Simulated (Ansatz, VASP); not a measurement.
## One calculation of Lu5N, two programs

```
Lu N
1.0
     5.75699    0.00000    0.00000
    -2.87850    4.98570    0.00000
     0.00000    0.00000    4.67116
Lu N
5 1
Direct
  0.00000 0.50000 0.50000
  0.33333 0.66667 0.00000
  0.66667 0.33333 0.00000
  0.50000 0.00000 0.50000
  0.50000 0.50000 0.50000
  0.00000 0.00000 0.00000
```

Change from the starting cell: species swapped into the HoNi5 type (P6/mmm, No. 191).

Alike in both runs: task relaxation of cell and atoms; functional PBE; k mesh 6 × 6 × 4; occupations gaussian, width 0.1 eV; no spin polarisation.

|  | VASP | Ansatz |
| --- | --- | --- |
| version | VASP 6.6.1 | Ansatz 0.2.0 |
| potentials or method | VASP PAW PBE potentials, release 64 (Lu, N), cutoff 600 eV | scalar-relativistic, plane waves, PAW |
| valence electrons in the cell | 130 | 130 |

```csv
,VASP,Ansatz,Ansatz less VASP
"gap on the k mesh at the Fermi level, each at its own relaxed structure (eV)",none,none,-
relaxed volume (Å³/atom),30.57,30.59,+0.016
relaxed cell length with the largest relative difference (Å),5.786,5.799,+0.0128
```

A gap of «none» marks a metal or a gap that the smearing closes.

Spin-orbit coupling is off throughout. Noted on VASP's run: the volume moved by over 15 % at a fixed basis, so the end points are rough.
